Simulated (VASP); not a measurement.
Input of a VASP 6.6.1 run:

INCAR

```
PREC = Accurate ; ENCUT = 520
EDIFF = 1E-6 ; ISMEAR = 1
SIGMA = 0.1 ; LREAL = F
LASPH = T ; NELM = 60
ALGO = Normal ; ISIF = 2
LWAVE = F ; LCHARG = F
GGA = PS ; NBANDS = 14
```

The input KPOINTS:

```
Automatic mesh
0
Gamma
  10 10 10
```

The input POSCAR:

```
AlCu
1.0
    2.9975090000      0.0000000000      0.0000000000
    0.0000000000      2.9975090000      0.0000000000
    0.0000000000      0.0000000000      2.9975090000
Al Cu
1 1
Direct
    0.0000000000      0.0000000000      0.0000000000
    0.5000000000      0.5000000000      0.5000000000
```

Potentials or basis: VASP PAW PBE potentials, release 64 (Al, Cu).

Launch:

```console
$ cat potpaw_PBE.64/Al/POTCAR potpaw_PBE.64/Cu/POTCAR > POTCAR
$ mpirun -np 1 vasp_std > vasp.out
```

(1) Estimate the band gap on the k mesh.

(2) What does it give for the pressure?

Results:

(1) zero (band 7 reaches 12.79 eV, above the bottom of band 8 at 8.12 eV).

(2) -3.3 GPa.

Caveat: the PAW data sets were made with another functional, which shifts forces and pressure a little.
